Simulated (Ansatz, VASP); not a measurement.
# AlCo in VASP and in Ansatz

```
CELL_PARAMETERS angstrom
2.81940 0.00000 0.00000
0.00000 2.81940 0.00000
0.00000 0.00000 2.81940
ATOMIC_POSITIONS crystal
Al 0.00000 0.00000 0.00000
Co 0.50000 0.50000 0.50000
```

Alike in both runs: task relaxation of cell and atoms; functional PBE; k mesh 14 × 14 × 14; occupations gaussian, width 0.1 eV; collinear spin.

|  | VASP | Ansatz |
| --- | --- | --- |
| version | VASP 6.6.1 | Ansatz 0.2.0 |
| potentials or method | VASP PAW PBE potentials, release 64 (Al, Co), cutoff 600 eV | scalar-relativistic, plane waves, PAW |
| valence electrons in the cell | 12 | 20 |

```tsv
	VASP	Ansatz	Ansatz less VASP
gap on the k mesh at the Fermi level, each at its own relaxed structure (eV)	none	none	-
net moment per atom (μB)	0.00	0.00	0.000
relaxed volume (Å³/atom)	11.59	11.60	+0.007
relaxed cell length with the largest relative difference (Å)	2.851	2.852	+0.0006
```

A gap of «none» marks a metal or a gap that the smearing closes. VASP's potentials hold 12 valence electrons a cell and Ansatz's 20, so a difference there can come from the potentials and not from the codes. Ansatz's warnings: seeded moment not kept.
